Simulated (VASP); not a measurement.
# KMgF3 (Amm2) in VASP: further runs

Runs on KMgF3. Level: PBE. Tasks: single point.

Everything below comes from runs of VASP 6.6.1. Logs are shortened: lines on timing, memory, paths and dates and some standing lists are left out, and cuts for length are marked.

## (1) The cell of the first run

It takes space group Amm2 (No. 38, orthorhombic). Conventional cell: a = 3.986 Å, b = 5.637 Å, c = 5.637 Å, α = 90.00°, β = 90.00°, γ = 90.00°. K (site symmetry mm2) has 11 F at 2.32 to 3.10 Å within 3.1 Å. Mg (site symmetry mm2) has 4 F at 1.68 to 2.05 Å within 2.2 Å. Within 2.7 Å of F (site symmetry mm2) lie 2 Mg at 2.05 Å and 1 K at 2.32 Å. Within 2.2 Å of F (site symmetry m) lie 1 Mg at 1.68 Å.

## (2) Single point, PBE

Contents of INCAR:

```
PREC = Accurate ; ENCUT = 520
EDIFF = 1E-6 ; ISMEAR = 0
SIGMA = 0.05 ; LREAL = F
LASPH = T ; NELM = 80
ALGO = Normal ; ISIF = 2
LWAVE = F ; LCHARG = T
GGA = PE ; LELF = T
LVHAR = T ; NBANDS = 24
```

Contents of KPOINTS:

```
regular mesh
0
Gamma
  6 6 6
```

Contents of POSCAR:

```
KMgF3
1.0
    3.9859000000      0.0000000000      0.0000000000
    0.0000000000      3.9859000000      0.0000000000
    0.0000000000      0.0000000000      3.9859000000
K Mg F
1 1 3
Direct
    0.5000000000      0.5000000000      0.5000000000
    0.0000000000      0.0000000000      0.0000000000
    0.5000000000      0.0887010187      0.0887010187
    0.0000000000      0.5887010187      0.0887010187
    0.0000000000      0.0887010187      0.5887010187
```

Potentials or basis: VASP PAW PBE potentials, release 64 (K_sv, Mg, F).

Command:

```bash
> cat potpaw_PBE.64/K_sv/POTCAR potpaw_PBE.64/Mg/POTCAR potpaw_PBE.64/F/POTCAR > POTCAR
> mpirun -np 1 vasp_std > vasp.out
```

OUTCAR:

```text
PREC = Accurate
   ENCUT = 520
   EDIFF = 1E-6
   ISMEAR = 0
   LREAL = F
   LASPH = T
   NELM = 80
   ISIF = 2
   GGA = PE

 ion  position               nearest neighbor table
   1  0.500  0.500  0.500-   3 2.32   4 2.60   5 2.60   4 2.60   5 2.60   2 3.45   2 3.45   2 3.45
                             2 3.45   2 3.45   2 3.45   2 3.45   2 3.45
   2  0.000  0.000  0.000-   4 1.68   5 1.68   3 2.05   3 2.05   4 2.37   5 2.37   1 3.45   1 3.45
                             1 3.45   1 3.45   1 3.45   1 3.45   1 3.45   1 3.45
   3  0.500  0.089  0.089-   2 2.05   2 2.05   1 2.32
   4  0.000  0.589  0.089-   2 1.68   2 2.37   1 2.60   1 2.60
   5  0.000  0.089  0.589-   2 1.68   2 2.37   1 2.60   1 2.60

  LATTYP: Found a simple cubic cell.
 ALAT       =     3.9859000000

  Lattice vectors:

 A1 = (   3.9859000000,   0.0000000000,   0.0000000000)
 A2 = (   0.0000000000,   3.9859000000,   0.0000000000)
 A3 = (   0.0000000000,   0.0000000000,   3.9859000000)

Analysis of symmetry for initial positions (statically):
=====================================================================
 Subroutine PRICEL returns:
 Original cell was already a primitive cell.

 Routine SETGRP: Setting up the symmetry group for a
 simple cubic supercell.

 Subroutine GETGRP returns: Found  4 space group operations
 (whereof  4 operations were pure point group operations)
 out of a pool of 48 trial point group operations.

The static configuration has the point symmetry C_2v.

Analysis of symmetry for dynamics (positions and initial velocities):
=====================================================================
 Subroutine PRICEL returns:
 Original cell was already a primitive cell.

 Routine SETGRP: Setting up the symmetry group for a
 simple cubic supercell.

 Subroutine GETGRP returns: Found  4 space group operations
 (whereof  4 operations were pure point group operations)
 out of a pool of 48 trial point group operations.

The dynamic configuration has the point symmetry C_2v.

 Subroutine INISYM returns: Found  4 space group operations
 (whereof  4 operations are pure point group operations),
 and found     1 'primitive' translations

----------------------------------------------------------------------------------------

                                     Primitive cell

  volume of cell :      63.3256

  direct lattice vectors                    reciprocal lattice vectors
     3.985900000  0.000000000  0.000000000     0.250884367  0.000000000  0.000000000
     0.000000000  3.985900000  0.000000000     0.000000000  0.250884367  0.000000000
     0.000000000  0.000000000  3.985900000     0.000000000  0.000000000  0.250884367

  length of vectors
     3.985900000  3.985900000  3.985900000     0.250884367  0.250884367  0.250884367

  position of ions in fractional coordinates (direct lattice)
     0.500000000  0.500000000  0.500000000
     0.000000000  0.000000000  0.000000000
     0.500000000  0.088701019  0.088701019
     0.000000000  0.588701019  0.088701019
     0.000000000  0.088701019  0.588701019

  ion indices of the primitive-cell ions
   primitive index   ion index
                 1           1
                 2           2
                 3           3
                 4           4
                 5           5

----------------------------------------------------------------------------------------

 KPOINTS: regular mesh

Automatic generation of k-mesh.
 Grid dimensions read from file:
 generate k-points for:    6    6    6

 Generating k-lattice:

  Cartesian coordinates                     Fractional coordinates (reciprocal lattice)
     0.041814061  0.000000000  0.000000000     0.166666667  0.000000000  0.000000000
     0.000000000  0.041814061  0.000000000     0.000000000  0.166666667  0.000000000
     0.000000000  0.000000000  0.041814061     0.000000000  0.000000000  0.166666667

  Length of vectors
     0.041814061  0.041814061  0.041814061

  Shift w.r.t. Gamma in fractional coordinates (k-lattice)
     0.000000000  0.000000000  0.000000000

 Subroutine IBZKPT returns following result:
 ===========================================

 Found     52 irreducible k-points:

 Following reciprocal coordinates:
            Coordinates               Weight
  0.000000  0.000000  0.000000      1.000000
  0.166667  0.000000  0.000000      2.000000
  0.000000  0.166667  0.000000      4.000000
  0.333333  0.000000  0.000000      2.000000
  0.000000  0.333333  0.000000      4.000000
  0.500000  0.000000  0.000000      1.000000
[... 16 lines left out ...]
  0.333333  0.000000  0.500000      4.000000
  0.500000  0.500000  0.000000      2.000000
 [... further k-points ...]
   k-points           NKPTS =     52   k-points in BZ     NKDIM =     52   number of bands    NBANDS=     24
   number of dos      NEDOS =    301   number of ions     NIONS =      5
   total plane-waves  NPLWV =  27000
   dimension x,y,z NGX =    30 NGY =   30 NGZ =   30
   dimension x,y,z NGXF=    60 NGYF=   60 NGZF=   60
   ions per type =               1   1   3
   NGX,Y,Z   is equivalent  to a cutoff of  12.51, 12.51, 12.51 a.u.
   NGXF,Y,Z  is equivalent  to a cutoff of  25.03, 25.03, 25.03 a.u.
 SYSTEM =  unknown system
   PREC   = accura    normal or accurate (medium, high low for compatibility)
   ISTART =      0    job   : 0-new  1-cont  2-samecut
   ICHARG =      2    charge: 1-file 2-atom 10-const
   ISPIN  =      1    spin polarized calculation?
   LNONCOLLINEAR =      F non collinear calculations
   LSORBIT =      F    spin-orbit coupling
   LASPH  =      T    aspherical Exc in radial PAW
   ENCUT  =  520.0 eV  38.22 Ry    6.18 a.u.   7.41  7.41  7.41*2*pi/ulx,y,z
   NELM   =     80;   NELMIN=  2; NELMDL= -5     # of ELM steps
   EDIFF  = 0.1E-05   stopping-criterion for ELM
   LREAL  =      F    real-space projection
   EDIFFG = 0.1E-04   stopping-criterion for IOM
   NSW    =      0    number of steps for IOM
   IBRION =     -1    ionic relax: 0-MD 1-quasi-New 2-CG
   NFREE  =      0    steps in history (QN), initial steepest desc. (CG)
   ISIF   =      2    stress and relaxation
   ISYM   =      2    0-nonsym 1-usesym 2-fastsym
   POTIM  = 0.5000    time-step for ionic-motion
   TEBEG  =    0.0;   TEEND  =   0.0 temperature during run
   PSTRESS=    0.0 pullay stress
   NELECT =      32.0000    total number of electrons
   NUPDOWN=      -1.0000    fix difference up-down
   EMIN   =  10.00;   EMAX   =-10.00  energy-range for DOS
   EFERMI =   0.00;   METHOD = LEGACY
   ISMEAR =     0;   SIGMA  =   0.05  broadening in eV -4-tet -1-fermi 0-gaus
   EFERMI_NEDOS =   21; number of points for ismear=-14 and -15
   IALGO  =     38    algorithm
   IMIX   =      4    mixing-type and parameters
     AMIX     =   0.40;   BMIX     =  1.00
     AMIX_MAG =   1.60;   BMIX_MAG =  1.00
  volume/ion in A,a.u.               =      12.67        85.47
  Fermi-wavevector in a.u.,A,eV,Ry     =   1.303962  2.464132 23.134232  1.700318
  Thomas-Fermi vector in A             =   2.434930
   LORBIT       =      0    0 simple, 1 ext, 2 COOP (PROOUT), +10 PAW based schemes
   GGA     = PE    functional components
   LHFCALC =     F    Hartree Fock is set to
   AEXX    =    0.0000 exact exchange contribution
   IVDW    =     0    specifies the selected vdW correction
   LEPSILON=     F    determine dielectric tensor
   LRPA    =     F    only Hartree local field effects (RPA)
 non-spin polarized calculation
 Gauss-broadening in eV      SIGMA  =   0.05
  energy-cutoff  :      520.00
  volume of cell :       63.33
 maximum number of plane-waves:      1743
 NGX is ok and might be reduce to    30
   NGX = 15   NGY = 15   NGZ = 15

 number of electron      31.9999990 magnetization

 Free energy of the ion-electron system (eV)
  ---------------------------------------------------
  ext. energy  EPLUGINS =         0.00000000
  ---------------------------------------------------
  free energy    TOTEN  =       -22.95855002 eV

  energy without entropy =      -22.95855002  energy(sigma->0) =      -22.95855002

 E-fermi :  -1.3500     XC(G=0):  -9.6127

 val. band max:       -1.6813455176   @ k =   0.5000   0.5000   0.5000
 cond. band min:       5.4883666415   @ k =   0.0000   0.0000   0.0000
 fundamental gap:      7.1697121591
 Fermi energy:        -1.3499740065

 k-point     1 :       0.0000    0.0000    0.0000
  band No.  band energies     occupation
      1     -27.0713      2.00000
      2     -21.8419      2.00000
      3     -21.3091      2.00000
      4     -21.0783      2.00000
      5     -10.6028      2.00000
      6     -10.5890      2.00000
[... 16 lines left out ...]
     23      11.5574      0.00000
     24      15.1064      0.00000

 k-point     2 :       0.1667    0.0000    0.0000
  band No.  band energies     occupation
      1     -27.0621      2.00000
      2     -21.8319      2.00000
      3     -21.3053      2.00000
      4     -21.1031      2.00000
      5     -10.5908      2.00000
      6     -10.5811      2.00000
[... 16 lines left out ...]
     23      11.8874      0.00000
     24      15.0510      0.00000

 k-point     3 :       0.0000    0.1667    0.0000
  band No.  band energies     occupation
      1     -27.0631      2.00000
      2     -21.8131      2.00000
      3     -21.3359      2.00000
      4     -21.0880      2.00000
      5     -10.5953      2.00000
      6     -10.5750      2.00000
[... 16 lines left out ...]
     23      11.5767      0.00000
     24      15.0441      0.00000

 k-point     4 :       0.3333    0.0000    0.0000
  band No.  band energies     occupation
      1     -27.0437      2.00000
      2     -21.8102      2.00000
      3     -21.2992      2.00000
      4     -21.1546      2.00000
      5     -10.5667      2.00000
      6     -10.5651      2.00000
[... 16 lines left out ...]
     23      12.5800      0.00000
     24      14.5119      0.00000

 k-point     5 :       0.0000    0.3333    0.0000
  band No.  band energies     occupation
      1     -27.0466      2.00000
      2     -21.7384      2.00000
      3     -21.4136      2.00000
      4     -21.1024      2.00000
      5     -10.5785      2.00000
      6     -10.5466      2.00000
[... 16 lines left out ...]
     23      11.9297      0.00000
     24      14.7913      0.00000

 k-point     6 :       0.5000    0.0000    0.0000
  band No.  band energies     occupation
      1     -27.0343      2.00000
      2     -21.7986      2.00000
      3     -21.2952      2.00000
      4     -21.1807      2.00000
      5     -10.5571      2.00000
      6     -10.5545      2.00000
[... 16 lines left out ...]
     23      13.0084      0.00000
     24      14.3456      0.00000
[... 379 lines left out ...]
 k-point    21 :       0.5000    0.3333    0.0000
  band No.  band energies     occupation
      1     -27.0160      2.00000
      2     -21.6584      2.00000
      3     -21.4049      2.00000
      4     -21.2045      2.00000
      5     -10.6234      2.00000
      6     -10.6078      2.00000
[... 16 lines left out ...]
     23      12.9113      0.00000
     24      13.8233      0.00000

 k-point    22 :       0.0000    0.5000    0.3333
  band No.  band energies     occupation
      1     -27.0199      2.00000
      2     -21.5646      2.00000
      3     -21.4910      2.00000
      4     -21.1964      2.00000
      5     -10.6633      2.00000
      6     -10.5977      2.00000
[... 16 lines left out ...]
     23      12.6159      0.00000
     24      13.5200      0.00000

 k-point    23 :       0.3333    0.0000    0.5000
  band No.  band energies     occupation
      1     -27.0170      2.00000
      2     -21.5834      2.00000
      3     -21.5021      2.00000
      4     -21.1791      2.00000
      5     -10.6283      2.00000
      6     -10.5965      2.00000
[... 16 lines left out ...]
     23      12.7928      0.00000
     24      13.6804      0.00000

 k-point    24 :       0.5000    0.5000    0.0000
  band No.  band energies     occupation
      1     -27.0099      2.00000
      2     -21.5425      2.00000
      3     -21.5108      2.00000
      4     -21.2126      2.00000
      5     -10.6419      2.00000
      6     -10.6246      2.00000
[... 16 lines left out ...]
     23      12.8966      0.00000
     24      13.3997      0.00000

 [... further k-points ...]

------------------------ aborting loop because EDIFF is reached ----------------------------------------

  FORCE on cell =-STRESS in cart. coord.  units (eV):
  Direction    XX          YY          ZZ          XY          YZ          ZX
  --------------------------------------------------------------------------------------
  -------------------------------------------------------------------------------------
  Total        1.3356723      8.9053537      8.9053537      0.0000000     -1.8640474      0.0000000
  in kB       33.7933540    225.3110852    225.3110852      0.0000000    -47.1615789      0.0000000
  external PRESSURE =     161.4718414 kB  Pullay stress =       0.0000000 kB

 VOLUME and BASIS-vectors are now :
 -----------------------------------------------------------------------------
  energy-cutoff  :      520.00
  volume of cell :       63.33
      direct lattice vectors                 reciprocal lattice vectors
     3.985900000  0.000000000  0.000000000     0.250884367  0.000000000  0.000000000
     0.000000000  3.985900000  0.000000000     0.000000000  0.250884367  0.000000000
     0.000000000  0.000000000  3.985900000     0.000000000  0.000000000  0.250884367

 POSITION                                       TOTAL-FORCE (eV/Angst)
 -----------------------------------------------------------------------------------
      1.99295      1.99295      1.99295         0.000000      0.869270      0.869270
      0.00000      0.00000      0.00000         0.000000      3.907881      3.907881
      1.99295      0.35355      0.35355         0.000000     -0.957600     -0.957600
      0.00000      2.34650      0.35355         0.000000     -4.126918      0.307368
      0.00000      0.35355      2.34650         0.000000      0.307368     -4.126918
 -----------------------------------------------------------------------------------
    total drift:                                0.000000      0.000176      0.000179

  FREE ENERGIE OF THE ION-ELECTRON SYSTEM (eV)
  ---------------------------------------------------
  free  energy   TOTEN  =       -22.9585500165 eV

  energy  without entropy=      -22.9585500165  energy(sigma->0) =      -22.95855002
```

Run time: 90 s. Hardware: 1 thread of Intel Xeon 6975P-C, shared host; peak memory 0.22 GiB.

Results:

| Property | Result |
| --- | --- |
| Free energy | -22.9586 eV |
| Pressure | 16.1 GPa |
| Largest force | 5.527 eV/Å |
| Band gap on the k mesh | 7.17 eV, indirect (least direct gap 7.48 eV) |

Forces on the atoms (eV/Å):
```
K    0.000  0.869  0.869
Mg   0.000  3.908  3.908
F    0.000 -0.958 -0.958
F    0.000 -4.127  0.307
F    0.000  0.307 -4.127
```

Stress tensor (GPa, compression positive):
```
 3.38  0.00  0.00
 0.00 22.53 -4.72
 0.00 -4.72 22.53
```

Levels at points of the mesh, in eV from the valence-band top:
```tsv
k point	band 14	band 15	band 16	band 17	band 18	band 19
(0.00, 0.00, 0.00)	-0.36	-0.36	-0.31	7.17	10.46	10.51
(0.50, 0.00, 0.00)	-0.77	-0.63	-0.58	9.78	10.10	11.28
(0.00, 0.50, 0.00)	-0.79	-0.58	-0.42	9.79	10.30	11.45
(0.50, 0.50, 0.00)	-0.82	-0.68	-0.06	10.64	11.39	11.92
(0.00, 0.50, 0.50)	-0.73	-0.70	-0.16	10.14	12.06	12.11
(0.50, 0.50, 0.50)	-0.19	-0.10	0.00	10.54	10.55	10.85
```

Caveat: the cell differs from its parent crystal (all F atoms moved -0.500 Å, as atom 3 towards its neighbour atom 1 (K) at 2.818 Å); forces of over 1 eV/Å act on the atoms, so gaps and moduli don't describe the material at rest.

## (3) Single point, PBE

Contents of INCAR:

```
ALGO = Normal
EDIFF = 1E-7
ENCUT = 520
GGA = PE
ISIF = 2
ISMEAR = 0
LASPH = True
LCHARG = True
LELF = True
LREAL = False
LVHAR = True
LWAVE = False
NBANDS = 24
NELM = 80
PREC = Accurate
SIGMA = 0.05
```

Contents of KPOINTS:

```
k-points
0
Gamma
  6 6 6
```

Contents of POSCAR:

```
KMgF3
1.0
    3.9859000000      0.0000000000      0.0000000000
    0.0000000000      3.9859000000      0.0000000000
    0.0000000000      0.0000000000      3.9859000000
K Mg F
1 1 3
Direct
    0.5000000000      0.5000000000      0.5000000000
    0.0000000000      0.0000000000      0.0000000000
    0.5000000000     -0.0665257641     -0.0665257641
    0.0000000000      0.4334742359     -0.0665257641
    0.0000000000     -0.0665257641      0.4334742359
```

Potentials or basis: VASP PAW PBE potentials, release 64 (K_sv, Mg, F).

Command:

```bash
> cat potpaw_PBE.64/K_sv/POTCAR potpaw_PBE.64/Mg/POTCAR potpaw_PBE.64/F/POTCAR > POTCAR
> mpirun -np 1 vasp_std > vasp.out
```

It took 86 s on 1 thread of Intel Xeon 6975P-C, shared host; peak memory 0.22 GiB.

Results (log left out):

| Item | Value |
| --- | --- |
| Free energy | -23.6556 eV |
| Pressure | 10.4 GPa |
| Largest force | 3.768 eV/Å |
| Band gap on the k mesh | 7.23 eV, indirect (least direct gap 7.55 eV) |

Forces on the atoms (eV/Å):
```
K    0.000 -0.501 -0.501
Mg   0.000 -2.664 -2.664
F    0.000  0.538  0.538
F    0.000  2.588  0.039
F    0.000  0.039  2.588
```

Stress tensor (GPa, compression positive):
```
 3.24  0.00  0.00
 0.00 13.95 -2.08
 0.00 -2.08 13.95
```

Levels at points of the mesh, in eV from the valence-band top:
```csv
k point,band 14,band 15,band 16,band 17,band 18,band 19
"(0.00, 0.00, 0.00)",-0.38,-0.35,-0.32,7.23,10.31,10.32
"(0.50, 0.00, 0.00)",-0.74,-0.71,-0.56,9.92,10.26,11.21
"(0.00, 0.50, 0.00)",-0.83,-0.56,-0.47,9.94,10.34,11.32
"(0.50, 0.50, 0.00)",-0.87,-0.77,-0.04,10.76,11.54,12.08
"(0.00, 0.50, 0.50)",-0.80,-0.79,-0.10,10.46,11.92,12.21
"(0.50, 0.50, 0.50)",-0.11,-0.07,0.00,10.50,10.54,10.68
```

Caveat: the cell differs from its parent crystal (all F atoms moved +0.375 Å, as atom 3 towards its neighbour atom 1 (K) at 2.818 Å); forces of over 1 eV/Å act on the atoms, so gaps and moduli don't describe the material at rest.

## (4) Single point, PBE

Contents of INCAR:

```
SYSTEM = KMgF3
PREC = Accurate ; ENCUT = 520
EDIFF = 1E-6 ; ISMEAR = 0
SIGMA = 0.05 ; LREAL = .False.
LASPH = .True. ; NELM = 80
ALGO = Normal ; ISIF = 2
LWAVE = .False. ; LCHARG = .False.
GGA = PE ; NBANDS = 24
```

Contents of KPOINTS:

```
Automatic mesh
0
Gamma
  6 6 6
  0 0 0
```

Contents of POSCAR:

```
KMgF3
1.0
    3.9859000000      0.0000000000      0.0000000000
    0.0000000000      3.9859000000      0.0000000000
    0.0000000000      0.0000000000      3.9859000000
K Mg F
1 1 3
Direct
    0.5000000000      0.5000000000      0.5000000000
    0.0000000000      0.0000000000      0.0000000000
    0.5000000000      0.0443505094      0.0443505094
    0.0000000000      0.5443505094      0.0443505094
    0.0000000000      0.0443505094      0.5443505094
```

Command:

```bash
> cat potpaw_PBE.64/K_sv/POTCAR potpaw_PBE.64/Mg/POTCAR potpaw_PBE.64/F/POTCAR > POTCAR
> mpirun -np 1 vasp_std > vasp.out
```

Run time: 78 s. Hardware: 1 thread of Intel Xeon 6975P-C, shared host; peak memory 0.22 GiB.

It converged, with:

```
Free energy            : -24.0977 eV
Pressure               : 6.4 GPa
Largest force          : 2.286 eV/Å
Band gap on the k mesh : 7.27 eV, indirect (least direct gap 7.60 eV)
```

Forces in eV/Å, atoms in the order of the input:
```
K    0.000  0.272  0.272
Mg   0.000  1.616  1.616
F    0.000 -0.280 -0.280
F    0.000 -1.468 -0.140
F    0.000 -0.140 -1.468
```

Stress tensor (GPa, compression positive):
```
 3.26  0.00  0.00
 0.00  7.99 -0.72
 0.00 -0.72  7.99
```

Levels at points of the mesh, in eV from the valence-band top:
```
           k point  band 13  band 14  band 15  band 16  band 17  band 18  band 19  band 20
(0.00, 0.00, 0.00)    -0.64    -0.36    -0.34    -0.32     7.27    10.19    10.19    12.27
(0.50, 0.00, 0.00)    -0.82    -0.80    -0.61    -0.54    10.03    10.37    11.16    12.60
(0.00, 0.50, 0.00)    -0.90    -0.85    -0.54    -0.50    10.05    10.38    11.21    12.78
(0.50, 0.50, 0.00)    -1.07    -0.88    -0.84    -0.03    10.85    11.63    12.29    12.45
(0.00, 0.50, 0.50)    -1.05    -0.85    -0.85    -0.06    10.71    11.80    12.38    12.60
(0.50, 0.50, 0.50)    -1.04    -0.05    -0.03     0.00    10.47    10.50    10.55    13.38
```

Caveat: the cell differs from its parent crystal (all F atoms moved -0.250 Å, as atom 3 towards its neighbour atom 1 (K) at 2.818 Å); forces of over 1 eV/Å act on the atoms, so gaps and moduli don't describe the material at rest.
